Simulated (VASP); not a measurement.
Input of a VASP 6.6.1 run:

File INCAR:

```
SYSTEM = H3C18N
PREC = Accurate ; ENCUT = 520
EDIFF = 1E-6 ; ISMEAR = 0
SIGMA = 0.05 ; LREAL = Auto
LASPH = .TRUE. ; NELM = 60
ALGO = Normal ; ISIF = 2
LWAVE = .FALSE. ; LCHARG = .TRUE.
GGA = PE ; IVDW = 12
LELF = .TRUE. ; LVHAR = .TRUE.
NBANDS = 57
```

Contents of KPOINTS:

```
regular mesh
0
G
  2 2 1
  0 0 0
```

File POSCAR:

```
H3C18N
1.0
    7.3980000000      0.0000000000      0.0000000000
   -3.6990000000      6.4068560000      0.0000000000
    0.0000000000      0.0000000000     11.0000000000
C N H
18 1 3
Direct
    0.0092451155      0.0117793778      0.1247311842
    0.2354717818      0.1268821224      0.0850188912
    0.0049171038      0.3411457665      0.0849319734
    0.2325824280      0.4572332512      0.1166550878
    0.0070030578      0.6771015418      0.0811544804
    0.2348396608      0.7922913620      0.0809158361
    0.3437357360      0.0125239098      0.0741010579
    0.5653777672      0.1233473161      0.0697569849
    0.3436637159      0.3413064108      0.0837000738
    0.5659484868      0.4564912921      0.0735245921
    0.3465091637      0.6854583802      0.0863739642
    0.5648471763      0.7921325837      0.0811424815
    0.6759958116      0.0124212509      0.0747610510
    0.8980987974      0.1269045484      0.0859162745
    0.6764307040      0.3453203283      0.0694677209
    0.8977724923      0.4563743802      0.0739728334
    0.6772114369      0.6769394470      0.0810914652
    0.8956875164      0.7842291204      0.0878595427
   -0.0040106809      0.0026591124      0.2620873244
    0.2351116403      0.4592783637      0.2182530189
    0.0830834651     -0.0603669539      0.2930304154
    0.0645161534      0.1511991681      0.2960991762
```

Potentials or basis: VASP PAW PBE potentials, release 64 (C, N, H).

The run is started by

```console
$ cat potpaw_PBE.64/C/POTCAR potpaw_PBE.64/N/POTCAR potpaw_PBE.64/H/POTCAR > POTCAR
$ mpirun -np 1 vasp_std > vasp.out
```

(1) What does it give for the dispersion energy per atom?

(2) What does it give for the largest force?

(3) What does it give for the band gap on the k mesh?

## Answers

(1) -0.084 eV.

(2) 0.049 eV/Å.

(3) 0.36 eV, direct.

Caveat: the k points lie up to 0.49 Å⁻¹ apart.
